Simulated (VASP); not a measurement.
Al, 13 atoms in the cell. The cell holds a slab with vacuum, 13 atoms: a = 5.728 Å, b = 5.728 Å, c = 17.677 Å, α = 90.00°, β = 90.00°, γ = 60.00°. 

```yaml
Program: VASP 6.6.1
Task: single point
Functional: PBEsol
Potentials_or_basis: VASP PAW PBE potentials, release 64 (Al)
Cutoff: 520 eV
k_mesh: 3 × 3 × 1
Occupations: gaussian, width 0.15 eV
Spin: no spin polarisation
Dipole_correction: no
Further_INCAR_settings: ALGO = Normal; EDIFF = 1e-06; NBANDS = 32
```

Potentials or basis: VASP PAW PBE potentials, release 64 (Al).

The run is started by

```console
$ cat potpaw_PBE.64/Al/POTCAR > POTCAR
$ mpirun -np 1 vasp_std > vasp.out
```

Hardware: 1 thread of AMD EPYC 9R45 (Zen 5), with other jobs on the host.

**Question.** How long does it take, and how much memory?

**Answer.** It took 2.1 min on 1 thread of AMD EPYC 9R45 (Zen 5), on a shared host, peak memory 0.57 GiB. Counts: scf iterations 21, k points 5.
